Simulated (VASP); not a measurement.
Runs of VASP 6.6.1 on In. The structure is that of space group Fm-3m (No. 225), or close to it. The cells are those of the table. 

```csv
task,cell,cutoff (eV),gap on the mesh (eV),pressure (GPa)
single point,"a = 3.453 Å, angles 119.9, 119.9, 90.1°, 1 atom",520,none,(a)
relaxation of shape and atoms at fixed volume,"relaxed from a = 3.318 Å, angles 119.9, 119.9, 90.1°, 1 atom",600,none,2.6
single point,"a = 3.387 Å, angles 119.9, 119.9, 90.1°, 1 atom",520,none,0.0
single point,"a = 3.352 Å, angles 119.9, 119.9, 90.1°, 1 atom",520,none,1.1
single point,"a = 3.420 Å, angles 119.9, 119.9, 90.1°, 1 atom",520,none,(b)
single point,"a = 3.318 Å, angles 119.9, 119.9, 90.1°, 1 atom",520,none,2.5
```

Alike in all rows: level PBE; potentials or basis VASP PAW PBE potentials, release 64 (In_d); no spin polarisation; k mesh 18 × 18 × 18; smearing gaussian 0.1 eV.

Fill in the values left out.

(a) -1.9; (b) -1.0.

Caveats: spin-orbit coupling is left out, which moves the levels of the heavy elements.

A k mesh can miss the band edges, and the runs leave out spin-orbit coupling on In.

A gap of «none» marks levels without a gap at the run's occupations.
